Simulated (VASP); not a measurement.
# HfN (P6/mmm) in VASP: notebook

Aim: see how the results for HfN move with the level of theory and the settings. Levels: PBE-based screened hybrid with 25 % exact exchange, PBE0, HSE06. Tasks: single point.

Program: VASP 6.6.1. These are calculated values, not measurements. Logs are shortened: lines on timing, memory, paths and dates and some standing lists are left out, and cuts for length are marked.

### Step 1. The cell of the first run

It takes space group P6/mmm (No. 191, hexagonal). The conventional cell has a = 3.574 Å, b = 3.574 Å, c = 3.880 Å, α = 90.00°, β = 90.00°, γ = 120.00°. Hf (site symmetry 6/mmm) has 2 N at 1.94 Å within 2.6 Å. N (site symmetry 6/mmm) has 2 Hf at 1.94 Å within 2.6 Å.

### Step 2. Single point, PBE-based screened hybrid with 25 % exact exchange

Contents of POSCAR:

```
HfN
1.0
    3.5739747417     -0.0000030051      0.0000000000
   -1.7869847684      3.0951544214      0.0000000000
    0.0000000000      0.0000000000      3.8803541557
Hf N
1 1
Direct
    0.0000000000      0.0000000000      0.5000000000
    0.0000000000      0.0000000000      0.0000000000
```

Contents of INCAR.step1:

```
ALGO = Normal ; EDIFF = 1E-5
ENCUT = 520 ; GGA = PE
ISIF = 2 ; ISMEAR = -1
LASPH = True ; LCHARG = False
LREAL = False ; LWAVE = True
NBANDS = 14 ; NELM = 100
PREC = Accurate ; SIGMA = 0.05
```

Contents of INCAR.step2:

```
AEXX = 0.25 ; ALGO = Normal
EDIFF = 1E-6 ; ENCUT = 520
GGA = PE ; HFSCREEN = 0.3
ISIF = 2 ; ISMEAR = -1
ISTART = 1 ; LASPH = True
LCHARG = False ; LHFCALC = True
LREAL = False ; LWAVE = False
NBANDS = 14 ; NELM = 100
PREC = Accurate ; PRECFOCK = Normal
SIGMA = 0.05
```

Contents of KPOINTS:

```
k-points
0
Gamma
  5 5 4
```

Potentials or basis: VASP PAW PBE potentials, release 64 (Hf_pv, N).

Launch:

```console
> cat potpaw_PBE.64/Hf_pv/POTCAR potpaw_PBE.64/N/POTCAR > POTCAR
> cp INCAR.step1 INCAR
> mpirun -np 1 vasp_std > vasp.out
> cp INCAR.step2 INCAR
> mpirun -np 1 vasp_std > vasp.out
```

OUTCAR:

```text
AEXX = 0.25
   EDIFF = 1E-6
   ENCUT = 520
   GGA = PE
   HFSCREEN = 0.3
   ISIF = 2
   ISMEAR = -1
   ISTART = 1
   LASPH = True
   LHFCALC = True
   LREAL = False
   NELM = 100
   PREC = Accurate
   PRECFOCK = Normal

 ion  position               nearest neighbor table
   1  0.000  0.000  0.500-   2 1.94   2 1.94
   2  0.000  0.000  0.000-   1 1.94   1 1.94

  LATTYP: Found a hexagonal cell.
 ALAT       =     3.5739747417
 C/A-ratio  =     1.0857251201

  Lattice vectors:

 A1 = (   3.5739747417,  -0.0000030051,   0.0000000000)
 A2 = (  -1.7869847684,   3.0951544214,   0.0000000000)
 A3 = (   0.0000000000,   0.0000000000,   3.8803541557)

Analysis of symmetry for initial positions (statically):
=====================================================================
 Subroutine PRICEL returns:
 Original cell was already a primitive cell.

 Routine SETGRP: Setting up the symmetry group for a
 hexagonal supercell.

 Subroutine GETGRP returns: Found 24 space group operations
 (whereof 24 operations were pure point group operations)
 out of a pool of 24 trial point group operations.

The static configuration has the point symmetry D_6h.

Analysis of symmetry for dynamics (positions and initial velocities):
=====================================================================
 Subroutine PRICEL returns:
 Original cell was already a primitive cell.

 Routine SETGRP: Setting up the symmetry group for a
 hexagonal supercell.

 Subroutine GETGRP returns: Found 24 space group operations
 (whereof 24 operations were pure point group operations)
 out of a pool of 24 trial point group operations.

The dynamic configuration has the point symmetry D_6h.

 Subroutine INISYM returns: Found 24 space group operations
 (whereof 24 operations are pure point group operations),
 and found     1 'primitive' translations

----------------------------------------------------------------------------------------

                                     Primitive cell

  volume of cell :      42.9245

  direct lattice vectors                    reciprocal lattice vectors
     3.573974742 -0.000003005  0.000000000     0.279800658  0.161542672  0.000000000
    -1.786984768  3.095154421  0.000000000     0.000000272  0.323085814  0.000000000
     0.000000000  0.000000000  3.880354156     0.000000000  0.000000000  0.257708436

  length of vectors
     3.573974742  3.573974742  3.880354156     0.323085814  0.323085814  0.257708436

  position of ions in fractional coordinates (direct lattice)
     0.000000000  0.000000000  0.500000000
     0.000000000  0.000000000  0.000000000

  ion indices of the primitive-cell ions
   primitive index   ion index
                 1           1
                 2           2

----------------------------------------------------------------------------------------

 KPOINTS: k-points

Automatic generation of k-mesh.
 Grid dimensions read from file:
 generate k-points for:    5    5    4

 Generating k-lattice:

  Cartesian coordinates                     Fractional coordinates (reciprocal lattice)
     0.055960132  0.032308534  0.000000000     0.200000000  0.000000000  0.000000000
     0.000000054  0.064617163  0.000000000     0.000000000  0.200000000  0.000000000
     0.000000000  0.000000000  0.064427109     0.000000000  0.000000000  0.250000000

  Length of vectors
     0.064617163  0.064617163  0.064427109

  Shift w.r.t. Gamma in fractional coordinates (k-lattice)
     0.000000000  0.000000000  0.000000000

 Subroutine IBZKPT returns following result:
 ===========================================

 Found     15 irreducible k-points:

 Following reciprocal coordinates:
            Coordinates               Weight
  0.000000  0.000000  0.000000      1.000000
  0.200000 -0.000000  0.000000      6.000000
  0.400000 -0.000000  0.000000      6.000000
  0.200000  0.200000  0.000000      6.000000
  0.400000  0.200000  0.000000      6.000000
  0.000000  0.000000  0.250000      2.000000
  0.200000 -0.000000  0.250000     12.000000
  0.400000 -0.000000  0.250000     12.000000
  0.200000  0.200000  0.250000     12.000000
  0.400000  0.200000  0.250000     12.000000
  0.000000  0.000000  0.500000      1.000000
  0.200000 -0.000000  0.500000      6.000000
  0.400000 -0.000000  0.500000      6.000000
  0.200000  0.200000  0.500000      6.000000
  0.400000  0.200000  0.500000      6.000000
   k-points           NKPTS =     15   k-points in BZ     NKDIM =    100   number of bands    NBANDS=     14
   number of dos      NEDOS =    301   number of ions     NIONS =      2
   total plane-waves  NPLWV =  23520
   dimension x,y,z NGX =    28 NGY =   28 NGZ =   30
   dimension x,y,z NGXF=    56 NGYF=   56 NGZF=   60
   ions per type =               1   1
   NGX,Y,Z   is equivalent  to a cutoff of  13.02, 13.02, 12.85 a.u.
   NGXF,Y,Z  is equivalent  to a cutoff of  26.05, 26.05, 25.71 a.u.
 SYSTEM =  unknown system
   PREC   = accura    normal or accurate (medium, high low for compatibility)
   ISTART =      1    job   : 0-new  1-cont  2-samecut
   ICHARG =      0    charge: 1-file 2-atom 10-const
   ISPIN  =      1    spin polarized calculation?
   LNONCOLLINEAR =      F non collinear calculations
   LSORBIT =      F    spin-orbit coupling
   LASPH  =      T    aspherical Exc in radial PAW
   ENCUT  =  520.0 eV  38.22 Ry    6.18 a.u.   6.65  6.65  7.21*2*pi/ulx,y,z
   NELM   =    100;   NELMIN=  2; NELMDL=  0     # of ELM steps
   EDIFF  = 0.1E-05   stopping-criterion for ELM
   LREAL  =      F    real-space projection
   EDIFFG = 0.1E-04   stopping-criterion for IOM
   NSW    =      0    number of steps for IOM
   IBRION =     -1    ionic relax: 0-MD 1-quasi-New 2-CG
   NFREE  =      0    steps in history (QN), initial steepest desc. (CG)
   ISIF   =      2    stress and relaxation
   ISYM   =      3    0-nonsym 1-usesym 2-fastsym
   POTIM  = 0.5000    time-step for ionic-motion
   TEBEG  =    0.0;   TEEND  =   0.0 temperature during run
   PSTRESS=    0.0 pullay stress
   NELECT =      15.0000    total number of electrons
   NUPDOWN=      -1.0000    fix difference up-down
   EMIN   =  10.00;   EMAX   =-10.00  energy-range for DOS
   EFERMI =   0.00;   METHOD = LEGACY
   ISMEAR =    -1;   SIGMA  =   0.05  broadening in eV -4-tet -1-fermi 0-gaus
   EFERMI_NEDOS =   21; number of points for ismear=-14 and -15
   IALGO  =     38    algorithm
   IMIX   =      1    mixing-type and parameters
     AMIX     =   0.40;   BMIX     =  1.00
     AMIX_MAG =   1.60;   BMIX_MAG =  1.00
  volume/ion in A,a.u.               =      21.46       144.83
  Fermi-wavevector in a.u.,A,eV,Ry     =   1.153109  2.179060 18.091120  1.329660
  Thomas-Fermi vector in A             =   2.289755
   LORBIT       =      0    0 simple, 1 ext, 2 COOP (PROOUT), +10 PAW based schemes
   GGA     = PE    functional components
   LHFCALC =     T    Hartree Fock is set to
   PRECFOCK=normal    Normal, Fast or Accurate (Low or Medium for compatibility)
   ENCUT4O =  -1.0   cutoff for four orbital integrals eV
   NKREDX  =     1    reduce k-point grid by
   NKREDY  =     1    reduce k-point grid by
   NKREDZ  =     1    reduce k-point grid by
   AEXX    =    0.2500 exact exchange contribution
   HFSCREEN=    0.3000 screening length (either q_TF or 0.3 A-1)
   HFSCREENC=   0.3000 screening length for correlation (either q_TF or 0.3 A-1)
   ENCUTFOCK=  -1.0 apply spherical cutoff to Coloumb kernel
   IVDW    =     0    specifies the selected vdW correction
   LEPSILON=     F    determine dielectric tensor
   LRPA    =     F    only Hartree local field effects (RPA)
 non-spin polarized calculation
  energy-cutoff  :      520.00
  volume of cell :       42.92
 maximum number of plane-waves:      1178
 NGX is ok and might be reduce to    28
  NGX = 20; NGY = 20; NGZ = 24

 number of electron      15.0000000 magnetization

 Free energy of the ion-electron system (eV)
  ---------------------------------------------------
  ext. energy  EPLUGINS =         0.00000000
  ---------------------------------------------------
  free energy    TOTEN  =       -19.50061754 eV

  energy without entropy =      -19.49003561  energy(sigma->0) =      -19.49532657

 E-fermi :   1.5495     XC(G=0):  -7.9847

 val. band max:        1.4689694065   @ k =   0.0000   0.0000   0.0000
 cond. band min:       1.5635300239   @ k =   0.2000  -0.0000   0.0000
 fundamental gap:      0.0945606174
 Fermi energy:         1.5495096686

 k-point     1 :       0.0000    0.0000    0.0000
  band No.  band energies     occupation
      1     -31.3661      2.00000
      2     -31.3661      2.00000
      3     -31.3044      2.00000
      4     -13.9663      2.00000
      5      -2.2860      2.00000
      6       1.1767      1.99885
      7       1.1767      1.99885
      8       1.4690      1.66705
      9       3.5899      0.00000
     10       3.5899      0.00000
     11       5.7401      0.00000
     12       5.7401      0.00000
     13      11.0236      0.00000
     14      11.9036      0.00000

 k-point     2 :       0.2000   -0.0000    0.0000
  band No.  band energies     occupation
      1     -31.4363      2.00000
      2     -31.3824      2.00000
      3     -31.2971      2.00000
      4     -13.8552      2.00000
      5      -1.7633      2.00000
      6       0.9802      1.99998
      7       1.0037      1.99996
      8       1.5635      0.86071
      9       3.0539      0.00000
     10       4.4195      0.00000
     11       4.8110      0.00000
     12       5.5731      0.00000
     13      12.2197      0.00000
     14      12.6485      0.00000

 k-point     3 :       0.4000   -0.0000    0.0000
  band No.  band energies     occupation
      1     -31.5472      2.00000
      2     -31.4088      2.00000
      3     -31.2854      2.00000
      4     -13.6709      2.00000
      5      -1.3825      2.00000
      6       0.5646      2.00000
      7       0.7847      2.00000
      8       1.7888      0.01657
      9       3.6936      0.00000
     10       4.3975      0.00000
     11       5.3205      0.00000
     12       6.2060      0.00000
     13       9.0233      0.00000
     14      13.4088      0.00000

 k-point     4 :       0.2000    0.2000    0.0000
  band No.  band energies     occupation
      1     -31.5083      2.00000
      2     -31.4224      2.00000
      3     -31.2877      2.00000
      4     -13.7066      2.00000
      5      -1.3566      2.00000
      6       0.2621      2.00000
      7       1.7289      0.05386
      8       1.8324      0.00696
      9       2.6669      0.00000
     10       4.0813      0.00000
     11       5.0994      0.00000
     12       6.1362      0.00000
     13      10.3512      0.00000
     14      13.3588      0.00000

 k-point     5 :       0.4000    0.2000    0.0000
  band No.  band energies     occupation
      1     -31.5421      2.00000
      2     -31.4572      2.00000
      3     -31.2819      2.00000
      4     -13.6130      2.00000
      5      -1.1780      2.00000
      6      -0.3292      2.00000
      7       1.8713      0.00320
      8       2.1199      0.00002
      9       3.7551      0.00000
     10       4.1630      0.00000
     11       4.7040      0.00000
[... 123 lines left out ...]
 k-point    13 :       0.4000   -0.0000    0.5000
  band No.  band energies     occupation
      1     -31.5289      2.00000
      2     -31.4576      2.00000
      3     -31.3939      2.00000
      4     -11.1978      2.00000
      5      -4.0527      2.00000
      6      -2.6022      2.00000
      7      -1.0565      2.00000
      8       0.7081      2.00000
      9       3.3155      0.00000
     10       6.2702      0.00000
     11       8.8827      0.00000
     12       9.0844      0.00000
     13       9.7544      0.00000
     14       9.9161      0.00000

 k-point    14 :       0.2000    0.2000    0.5000
  band No.  band energies     occupation
      1     -31.4910      2.00000
      2     -31.4606      2.00000
      3     -31.4070      2.00000
      4     -11.2372      2.00000
      5      -4.0772      2.00000
      6      -2.2319      2.00000
      7      -1.2605      2.00000
      8       0.7329      2.00000
      9       2.4643      0.00000
     10       6.1007      0.00000
     11       8.8718      0.00000
     12       9.6022      0.00000
     13      10.3593      0.00000
     14      10.7163      0.00000

 k-point    15 :       0.4000    0.2000    0.5000
  band No.  band energies     occupation
      1     -31.5239      2.00000
      2     -31.4529      2.00000
      3     -31.4410      2.00000
      4     -11.1361      2.00000
      5      -4.0130      2.00000
      6      -2.5326      2.00000
      7      -1.6292      2.00000
      8       1.6703      0.16405
      9       3.1475      0.00000
     10       6.9651      0.00000
     11       8.1584      0.00000
     12       8.9987      0.00000
     13       9.3602      0.00000
     14      11.4846      0.00000

------------------------ aborting loop because EDIFF is reached ----------------------------------------

  FORCE on cell =-STRESS in cart. coord.  units (eV):
  Direction    XX          YY          ZZ          XY          YZ          ZX
  --------------------------------------------------------------------------------------
  -------------------------------------------------------------------------------------
  Total       -0.0851146     -0.0851146     -0.3536825      0.0000000      0.0000000      0.0000000
  in kB       -3.1769468     -3.1769468    -13.2013745      0.0000000      0.0000000      0.0000000
  external PRESSURE =      -6.5184227 kB  Pullay stress =       0.0000000 kB

 VOLUME and BASIS-vectors are now :
 -----------------------------------------------------------------------------
  energy-cutoff  :      520.00
  volume of cell :       42.92
      direct lattice vectors                 reciprocal lattice vectors
     3.573974742 -0.000003005  0.000000000     0.279800658  0.161542672  0.000000000
    -1.786984768  3.095154421  0.000000000     0.000000272  0.323085814  0.000000000
     0.000000000  0.000000000  3.880354156     0.000000000  0.000000000  0.257708436

 POSITION                                       TOTAL-FORCE (eV/Angst)
 -----------------------------------------------------------------------------------
      0.00000      0.00000      1.94018        -0.000000      0.000000      0.000000
      0.00000      0.00000      0.00000         0.000000      0.000000      0.000000
 -----------------------------------------------------------------------------------
    total drift:                               -0.000000     -0.000000     -0.000000

  FREE ENERGIE OF THE ION-ELECTRON SYSTEM (eV)
  ---------------------------------------------------
  free  energy   TOTEN  =       -19.5006175387 eV

  energy  without entropy=      -19.4900356101  energy(sigma->0) =      -19.49532657
```

Wall time 21 min (1 thread of AMD EPYC 7R43 (Zen 3), shared host); peak memory 0.24 GiB.

What came out:

```
Free energy            : -19.5006 eV
Pressure               : -0.7 GPa
Band gap on the k mesh : zero (an odd number of electrons rules out a gap without spin polarisation)
```

Levels at points of the mesh, in eV from the Fermi level:
```csv
k point,band 6,band 7,band 8,band 9,band 10,band 11
"(0.00, 0.00, 0.00)",-0.37,-0.37,-0.08,2.04,2.04,4.19
"(0.00, 0.00, 0.50)",-3.37,-2.22,-2.22,2.24,2.24,5.08
```

Caveat: the k points lie up to 0.41 Å⁻¹ apart, too coarse for converged energies and pressures of a metal; the PAW data sets were made with another functional, which shifts forces and pressure a little; spin-orbit coupling is left out, which moves the levels of the heavy elements.

(Continued in part 2 of 2.)

The gap in the log of VASP goes by the Fermi energy; the results here count the filled bands.